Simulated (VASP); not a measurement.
Ge:

```xyz
1
Lattice="1.3971 -2.6005 0.0000 1.3971 2.6005 0.0000 0.0000 0.0000 2.6982" Properties=species:S:1:pos:R:3 pbc="T T T"
Ge    1.3971    0.0000    0.0000
```

| Quantity | Value |
| --- | --- |
| Program | VASP 6.6.1 |
| Task | relaxation of cell and atoms |
| Functional | PBEsol |
| Dispersion | D3(BJ) |
| Potentials or basis | VASP PAW PBE potentials, release 64 (Ge_d) |
| Cutoff | 600 eV |
| k mesh | 11 × 11 × 10 |
| Occupations | fermi-dirac, width 0.05 eV |
| Spin | no spin polarisation |

At the start: pressure -6.8 GPa; volume 19.61 Å³/atom.

Where does the relaxation end?

Over 13 steps the energy falls by 48.5 meV/atom and the volume is 17.68 Å³/atom (-9.8 %); space group Cmmm (No. 65, to 0.05 Å).

Step by step:
| step | energy change (eV) | largest force (eV/Å) | pressure (GPa) | volume (Å³) |
| --- | --- | --- | --- | --- |
| 1 | 0.0000 | 0.0000 | -6.81 | 19.61 |
| 2 | -0.0436 | 0.0000 | 1.81 | 17.33 |
| 3 | -0.0454 | 0.0000 | 0.30 | 17.67 |
| 4 | -0.0454 | 0.0000 | 0.10 | 17.71 |
| 5 | -0.0476 | 0.0000 | -0.03 | 17.72 |
| 6 | -0.0483 | 0.0000 | -0.08 | 17.72 |
| 7 | -0.0484 | 0.0000 | -0.08 | 17.72 |
| 8 | -0.0485 | 0.0000 | -0.06 | 17.72 |
| 9 | -0.0485 | 0.0000 | -0.09 | 17.72 |
| 10 | -0.0485 | 0.0000 | -0.09 | 17.72 |
| 11 | -0.0485 | 0.0000 | -0.08 | 17.72 |
| 12 | -0.0485 | 0.0000 | -0.12 | 17.72 |
| 13 | -0.0485 | 0.0000 | 0.08 | 17.68 |

Final structure:
```
Ge
1.0
     1.37826   -2.43537    0.00000
     1.37826    2.43537    0.00000
     0.00000    0.00000    2.63385
Ge
1
Direct
  0.50000 0.50000 0.00000
```

Caveat: the PAW data sets were made with another functional, which shifts forces and pressure a little; pairwise dispersion overbinds metals, which lowers pressure and volume.
